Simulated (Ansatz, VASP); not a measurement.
This is a calculation of Pb for Ansatz 0.2.0.

input.yaml

```yaml
crystal:
  lattice:
    - [0.0, 2.4415696833, 2.4415696833]
    - [2.4415696833, 0.0, 2.4415696833]
    - [2.4415696833, 2.4415696833, 0.0]
  atoms:
    - { symbol: Pb, position: [0.0, 0.0, 0.0] }
hamiltonian:
  xc: pbesol
  pseudopotentials: { kind: paw_fr }
magnetization:
  noncollinear: true
  spin_orbit: true
kpoints:
  mp_grid: { grid: [9, 9, 9] }
scf:
  occupations: { method: fermi_dirac, width: 0.05 }
output:
  forces: true
  stress: true
  eigenvalues: true
```

Potentials or basis: Ansatz PAW.

Launch:

```bash
$ ansatz run input.yaml --threads 2 --pin off --max-ram 5120MiB --backend cpu --events-out ev --progress --plain --runs-dir out
```

Problem. Set up the same calculation for VASP 6.6.1. Potentials there: VASP PAW PBE potentials, release 64 (Pb_d).

Solution. As run (the cutoff follows the program's own potentials):

INCAR

```
SYSTEM = Pb
ALGO = Normal
EDIFF = 1E-7
ENCUT = 520
GGA = PS
GGA_COMPAT = .FALSE.
ISIF = 2
ISMEAR = -1
LASPH = .TRUE.
LCHARG = .FALSE.
LORBIT = 11
LORBMOM = .TRUE.
LREAL = .FALSE.
LSORBIT = .TRUE.
LWAVE = .FALSE.
MAGMOM = 0 0 0
NBANDS = 25
NELM = 150
PREC = Accurate
SIGMA = 0.05
```

The input KPOINTS:

```
k-points
0
G
  9 9 9
  0 0 0
```

File POSCAR:

```
Pb
1.0
    0.0000000000      2.4415696833      2.4415696833
    2.4415696833      0.0000000000      2.4415696833
    2.4415696833      2.4415696833      0.0000000000
Pb
1
Direct
    0.0000000000      0.0000000000      0.0000000000
```

Potentials or basis: VASP PAW PBE potentials, release 64 (Pb_d).

Launch:

```console
$ cat potpaw_PBE.64/Pb_d/POTCAR > POTCAR
$ mpirun -np 1 vasp_ncl > vasp.out
```

Both were run:

|  | VASP | Ansatz | Ansatz less VASP |
| --- | --- | --- | --- |
| pressure (GPa) | 1.4 | 1.4 | -0.02 |
| net moment per atom (μB) | 0.00 | 0.00 | 0.000 |

VASP's potentials were made for PBE, not for PBEsol. The functional is the same, so the differences come from potentials, cutoffs and numerics.
